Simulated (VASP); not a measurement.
# LiK in VASP: notebook, part 2 of 2

VASP 6.6.1.

### 4 Single point, RPBE (last atom moved by 0.08 Å along z)

Input file INCAR:

```
GGA = RP ; ISMEAR = 0
SIGMA = 0.03 ; LWAVE = False
LCHARG = False ; ISIF = 0
PREC = Accurate ; LASPH = True
LREAL = False ; ALGO = Normal
EDIFF = 1E-6 ; NELM = 120
GGA_COMPAT = False ; ENCUT = 650
EFERMI = MIDGAP ; NELMDL = -8
NBANDS = 16
```

Input file KPOINTS:

```
k-points
0
Gamma
  1 1 1
```

Input file POSCAR:

```
KLi
1.0
    9.0000000000      0.0000000000      0.0000000000
    0.0000000000      9.0000000000      0.0000000000
    0.0000000000      0.0000000000     13.0000000000
Li K
1 1
Direct
    0.5014444400      0.5023333300      0.3768461500
    0.5014444400      0.5023333300      0.6345384700
```

Potentials or basis: VASP PAW PBE potentials, release 64 (Li_sv, K_sv).

Command:

```sh
cat potpaw_PBE.64/Li_sv/POTCAR potpaw_PBE.64/K_sv/POTCAR > POTCAR
mpirun -np 1 vasp_gam > vasp.out
```

OUTCAR:

```text
GGA = RP
   ISMEAR = 0
   ISIF = 0
   PREC = Accurate
   LASPH = True
   LREAL = False
   EDIFF = 1E-6
   NELM = 120
   ENCUT = 650
   EFERMI = MIDGAP
   NELMDL = -8

 Found      1 irreducible k-points:

 Following reciprocal coordinates:
            Coordinates               Weight
  0.000000  0.000000  0.000000      1.000000
   k-points           NKPTS =      1   k-points in BZ     NKDIM =      1   number of bands    NBANDS=     16
   number of dos      NEDOS =    301   number of ions     NIONS =      2
   total plane-waves  NPLWV = 691200
   dimension x,y,z NGX =    80 NGY =   80 NGZ =  108
   dimension x,y,z NGXF=   160 NGYF=  160 NGZF=  216
   ions per type =               1   1
   NGX,Y,Z   is equivalent  to a cutoff of  14.78, 14.78, 13.81 a.u.
   NGXF,Y,Z  is equivalent  to a cutoff of  29.55, 29.55, 27.62 a.u.
 SYSTEM =  unknown system
   PREC   = accura    normal or accurate (medium, high low for compatibility)
   ISTART =      0    job   : 0-new  1-cont  2-samecut
   ICHARG =      2    charge: 1-file 2-atom 10-const
   ISPIN  =      1    spin polarized calculation?
   LNONCOLLINEAR =      F non collinear calculations
   LSORBIT =      F    spin-orbit coupling
   LASPH  =      T    aspherical Exc in radial PAW
   ENCUT  =  650.0 eV  47.77 Ry    6.91 a.u.  18.71 18.71 27.02*2*pi/ulx,y,z
   NELM   =    120;   NELMIN=  2; NELMDL= -8     # of ELM steps
   EDIFF  = 0.1E-05   stopping-criterion for ELM
   LREAL  =      F    real-space projection
   EDIFFG = 0.1E-04   stopping-criterion for IOM
[... 36 lines left out ...]
  energy-cutoff  :      650.00
  volume of cell :     1053.00
 maximum number of plane-waves:     19826
 NGX is ok and might be reduce to    80
   NGX = 37   NGY = 37   NGZ = 55

 number of electron      12.0000004 magnetization

 Free energy of the ion-electron system (eV)
  ---------------------------------------------------
  ext. energy  EPLUGINS =         0.00000000
  ---------------------------------------------------
  free energy    TOTEN  =        -1.25699526 eV

  energy without entropy =       -1.25699526  energy(sigma->0) =       -1.25699526

 E-fermi :  -2.0751     XC(G=0):  -1.7426

 val. band max:       -2.6544351494   @ k =   0.0000   0.0000   0.0000
 cond. band min:      -1.4957215122   @ k =   0.0000   0.0000   0.0000
 fundamental gap:      1.1587136372
 Fermi energy:        -2.0750783308

 k-point     1 :       0.0000    0.0000    0.0000
  band No.  band energies     occupation
      1     -50.7215      2.00000
      2     -34.9893      2.00000
      3     -18.4316      2.00000
      4     -18.4316      2.00000
      5     -18.4046      2.00000
      6      -2.6544      2.00000
[... 8 lines left out ...]
     15       0.5508      0.00000
     16       0.9893      0.00000

------------------------ aborting loop because EDIFF is reached ----------------------------------------

 VOLUME and BASIS-vectors are now :
 -----------------------------------------------------------------------------
  energy-cutoff  :      650.00
  volume of cell :     1053.00
      direct lattice vectors                 reciprocal lattice vectors
     9.000000000  0.000000000  0.000000000     0.111111111  0.000000000  0.000000000
     0.000000000  9.000000000  0.000000000     0.000000000  0.111111111  0.000000000
     0.000000000  0.000000000 13.000000000     0.000000000  0.000000000  0.076923077

 POSITION                                       TOTAL-FORCE (eV/Angst)
 -----------------------------------------------------------------------------------
      4.51300      4.52100      4.89900         0.000000     -0.000000     -0.092525
      4.51300      4.52100      8.24900         0.000000      0.000000      0.092525
 -----------------------------------------------------------------------------------
    total drift:                                0.000003      0.000004      0.000042

  FREE ENERGIE OF THE ION-ELECTRON SYSTEM (eV)
  ---------------------------------------------------
  free  energy   TOTEN  =        -1.2569952566 eV

  energy  without entropy=       -1.2569952566  energy(sigma->0) =       -1.25699526
```

stdout:

```text
POSCAR found type information on POSCAR LiK
 POSCAR found :  2 types and       2 ions
 scaLAPACK will be used
 -----------------------------------------------------------------------------
|                                                                             |
|                                                                             |
|     You enforced a specific xc type in the INCAR file but a different       |
|     I HOPE YOU KNOW WHAT YOU ARE DOING!                                     |
|                                                                             |
 -----------------------------------------------------------------------------

 LDA part: xc-table for (Slater+PW92), standard interpolation
 POSCAR, INCAR and KPOINTS ok, starting setup
 FFT: planning ... GRIDC
 FFT: planning ... GRID_SOFT
 FFT: planning ... GRID
 WAVECAR not read
 entering main loop
```

Wall time 97 s (1 thread of Intel Xeon Platinum 8375C at 2.90GHz (Ice Lake), shared host); peak memory 1.1 GiB.

Results:

| Property | Result |
| --- | --- |
| Free energy | -1.2570 eV |
| Largest force | 0.093 eV/Å |
| Gap between the frontier levels | 1.16 eV |

Forces in eV/Å, atoms in the order of the input:
```
Li   0.000  0.000 -0.093
K    0.000  0.000  0.093
```

Levels at points of the mesh, in eV from the valence-band top:
```csv
k point,band 2,band 3,band 4,band 5,band 6,band 7,band 8,band 9,band 10,band 11
"(0.00, 0.00, 0.00)",-32.33,-15.78,-15.78,-15.75,0.00,1.16,1.84,2.06,2.06,2.77
```

Caveat: the cell differs from its parent crystal (last atom moved by 0.08 Å along z); the PAW data sets were made with another functional, which shifts forces and pressure a little.

### 5 Single point, RPBE (last atom moved by 0.08 Å along z)

INCAR: that of step 4 with these lines changed.

```diff
@@ -6,4 +6,4 @@
 EDIFF = 1E-6 ; NELM = 120
-GGA_COMPAT = False ; ENCUT = 650
+GGA_COMPAT = False ; ENCUT = 900
 EFERMI = MIDGAP ; NELMDL = -8
-NBANDS = 16
+NBANDS = 26
```

KPOINTS is that of step 4.

POSCAR is that of step 4.

Potentials or basis: VASP PAW PBE potentials, release 64 (Li_sv, K_sv).

Command:

```sh
cat potpaw_PBE.64/Li_sv/POTCAR potpaw_PBE.64/K_sv/POTCAR > POTCAR
mpirun -np 1 vasp_gam > vasp.out
```

OUTCAR:

```text
GGA = RP
   ISMEAR = 0
   ISIF = 0
   PREC = Accurate
   LASPH = True
   LREAL = False
   EDIFF = 1E-6
   NELM = 120
   ENCUT = 900
   EFERMI = MIDGAP
   NELMDL = -8

 ion  position               nearest neighbor table
   1  0.501  0.502  0.377-
   2  0.501  0.502  0.635-

  LATTYP: Found a simple tetragonal cell.
 ALAT       =     9.0000000000
 C/A-ratio  =     1.4444444444

  Lattice vectors:

 A1 = (   9.0000000000,   0.0000000000,   0.0000000000)
 A2 = (   0.0000000000,   9.0000000000,   0.0000000000)
 A3 = (   0.0000000000,   0.0000000000,  13.0000000000)

Analysis of symmetry for initial positions (statically):
[... 159 lines left out ...]

 val. band max:       -2.6545898997   @ k =   0.0000   0.0000   0.0000
 cond. band min:      -1.4955833093   @ k =   0.0000   0.0000   0.0000
 fundamental gap:      1.1590065905
 Fermi energy:        -2.0750866045

 k-point     1 :       0.0000    0.0000    0.0000
  band No.  band energies     occupation
      1     -50.7057      2.00000
      2     -34.9895      2.00000
      3     -18.4319      2.00000
      4     -18.4319      2.00000
      5     -18.4048      2.00000
      6      -2.6546      2.00000
[... 10 lines left out ...]
     17       1.2198      0.00000
     18       1.2562      0.00000
 [bands above 18 left out]

------------------------ aborting loop because EDIFF is reached ----------------------------------------

 VOLUME and BASIS-vectors are now :
 -----------------------------------------------------------------------------
  energy-cutoff  :      900.00
  volume of cell :     1053.00
      direct lattice vectors                 reciprocal lattice vectors
     9.000000000  0.000000000  0.000000000     0.111111111  0.000000000  0.000000000
     0.000000000  9.000000000  0.000000000     0.000000000  0.111111111  0.000000000
     0.000000000  0.000000000 13.000000000     0.000000000  0.000000000  0.076923077

 POSITION                                       TOTAL-FORCE (eV/Angst)
 -----------------------------------------------------------------------------------
      4.51300      4.52100      4.89900         0.000000      0.000000     -0.091159
      4.51300      4.52100      8.24900         0.000000      0.000000      0.091159
 -----------------------------------------------------------------------------------
    total drift:                               -0.000008     -0.000004     -0.000127

  FREE ENERGIE OF THE ION-ELECTRON SYSTEM (eV)
  ---------------------------------------------------
  free  energy   TOTEN  =        -1.2594791605 eV

  energy  without entropy=       -1.2594791605  energy(sigma->0) =       -1.25947916
```

OSZICAR:

```text
N       E                     dE             d eps       ncg     rms          rms(c)
[... 14 lines left out ...]
DAV:  15    -0.125865326414E+01    0.29814E-03   -0.52932E-03    54   0.715E-02    0.280E-02
DAV:  16    -0.125920870644E+01   -0.55544E-03   -0.31511E-04    54   0.334E-02    0.151E-02
DAV:  17    -0.125952544898E+01   -0.31674E-03   -0.92119E-04    52   0.502E-02    0.128E-02
DAV:  18    -0.125952557516E+01   -0.12618E-06   -0.96877E-05    56   0.170E-02    0.476E-03
DAV:  19    -0.125948445184E+01    0.41123E-04   -0.13246E-04    56   0.158E-02    0.221E-03
DAV:  20    -0.125948044747E+01    0.40044E-05   -0.10146E-05    64   0.506E-03    0.193E-03
DAV:  21    -0.125947899036E+01    0.14571E-05   -0.31602E-06    56   0.298E-03    0.659E-04
DAV:  22    -0.125947916051E+01   -0.17015E-06   -0.81908E-07    64   0.147E-03
   1 F= -.12594792E+01 E0= -.12594792E+01  d E =-.300514-163
```

stdout:

```text
POSCAR found type information on POSCAR LiK
 POSCAR found :  2 types and       2 ions
 scaLAPACK will be used
 -----------------------------------------------------------------------------
|                                                                             |
|                                                                             |
|     You enforced a specific xc type in the INCAR file but a different       |
|     I HOPE YOU KNOW WHAT YOU ARE DOING!                                     |
|                                                                             |
 -----------------------------------------------------------------------------

 LDA part: xc-table for (Slater+PW92), standard interpolation
 POSCAR, INCAR and KPOINTS ok, starting setup
 FFT: planning ... GRIDC
 FFT: planning ... GRID_SOFT
 FFT: planning ... GRID
 WAVECAR not read
 entering main loop
```

It took 3.3 min on 1 thread of Intel Xeon Platinum 8375C at 2.90GHz (Ice Lake), shared host; peak memory 1.6 GiB.

What came out:

| Quantity | Value |
| --- | --- |
| Free energy | -1.2595 eV |
| Largest force | 0.091 eV/Å |
| Gap between the frontier levels | 1.16 eV |

Forces on the atoms (eV/Å):
```
Li   0.000  0.000 -0.091
K    0.000  0.000  0.091
```

Caveat: the cell differs from its parent crystal (last atom moved by 0.08 Å along z); the PAW data sets were made with another functional, which shifts forces and pressure a little.

### 6 Summary

| task | level | cell | cutoff (eV) | tolerance level | purpose | gap on the mesh (eV) | largest force (eV/Å) |
| --- | --- | --- | --- | --- | --- | --- | --- |
| relaxation of the atoms | PBE | atoms relaxed, atoms moved at random | 650 | standard | geometry | 1.15 | - |
| relaxation of the atoms | PBE | atoms relaxed, atoms moved at random | 1000 | standard | geometry | 1.15 | - |
| single point | RPBE | as given, last atom moved by 0.08 Å along z | 650 | screening | forces | 1.16 | 0.09 |
| single point | RPBE | as given, last atom moved by 0.08 Å along z | 900 | screening | forces | 1.16 | 0.09 |

Alike in all rows: potentials or basis VASP PAW PBE potentials, release 64 (Li_sv, K_sv); no spin polarisation; k mesh 1 × 1 × 1; smearing gaussian 0.03 eV.

Caveats: the PAW data sets were made with another functional, which shifts forces and pressure a little (at least some runs).

Absolute energies hang on the potentials; compare differences alone.
